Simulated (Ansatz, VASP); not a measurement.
# Two plane-wave programs on TiAl3

POSCAR

```
TiAl3
1.0
    2.8396770000      0.0000000000      0.0000000000
    0.0000000000      4.6812640000      0.0000000000
    0.0000000000      0.0000000000      4.9007420000
Ti Al
1 3
Direct
    0.0000000000      0.5000000000      0.1659160000
    0.5000000000      0.5000000000      0.6672710000
    0.5000000000      0.0000000000      0.3309120000
    0.0000000000      0.0000000000      0.8359000000
```

The input INCAR.step1:

```
SYSTEM = TiAl3
  ALGO = Normal
  EDIFF = 1E-4
  ENCUT = 520
  GGA = PE
  ISMEAR = 0
  LASPH = .True.
  LCHARG = .False.
  LREAL = .False.
  LWAVE = .True.
  NBANDS = 18
  NELM = 60
  PREC = Accurate
  SIGMA = 0.1
```

File INCAR.step2:

```
SYSTEM = TiAl3
  ALGO = Normal
  EDIFF = 1E-6
  ENCUT = 520
  ISIF = 2
  ISMEAR = 0
  ISTART = 1
  LASPH = .True.
  LCHARG = .False.
  LMIXTAU = .True.
  LREAL = .False.
  LWAVE = .False.
  METAGGA = R2SCAN
  NBANDS = 18
  NELM = 60
  PREC = Accurate
  SIGMA = 0.1
```

Contents of KPOINTS:

```
k-points
0
Gamma
  12 8 8
  0 0 0
```

Input for Ansatz:

```yaml
crystal:
  lattice:
    - [2.839677, 0.0, 0.0]
    - [0.0, 4.681264, 0.0]
    - [0.0, 0.0, 4.900742]
  atoms:
    - { symbol: Ti, position: [0.0, 0.5, 0.165916] }
    - { symbol: Al, position: [0.5, 0.5, 0.667271] }
    - { symbol: Al, position: [0.5, 0.0, 0.330912] }
    - { symbol: Al, position: [0.0, 0.0, 0.8359] }
basis:
  ecutwfc: 500
kpoints:
  mp_grid: { grid: [12, 8, 8] }
hamiltonian:
  xc: r2scan
scf:
  occupations: { method: gaussian, width: 0.1 }
output:
  forces: true
  stress: true
  eigenvalues: true
```

Alike in both runs: task single point; functional r2SCAN; k mesh 12 × 8 × 8; occupations gaussian, width 0.1 eV; no spin polarisation.

```csv
,VASP,Ansatz
version,VASP 6.6.1,Ansatz 0.2.0
potentials or method,"VASP PAW PBE potentials, release 64 (Ti_sv, Al), cutoff 520 eV","scalar-relativistic, plane waves, PAW"
valence electrons in the cell,21,21
```

VASP gave:

* gap on the k mesh at the Fermi level (eV): none
* pressure (GPa): -2.3
* traceless stress, the component that is largest in VASP (GPa): -1.16
* rms of the force components (eV/Å): 0.012

Task: Which values does Ansatz return?

Result: gap on the k mesh at the Fermi level (eV): none; pressure (GPa): -2.2; traceless stress, the component that is largest in VASP (GPa): -1.16; rms of the force components (eV/Å): 0.010.

VASP's potentials were made for PBE, not for r2SCAN. Atom by atom the forces differ by 0.005 eV/Å (rms over components). A gap of «none» marks a metal or a gap that the smearing closes.
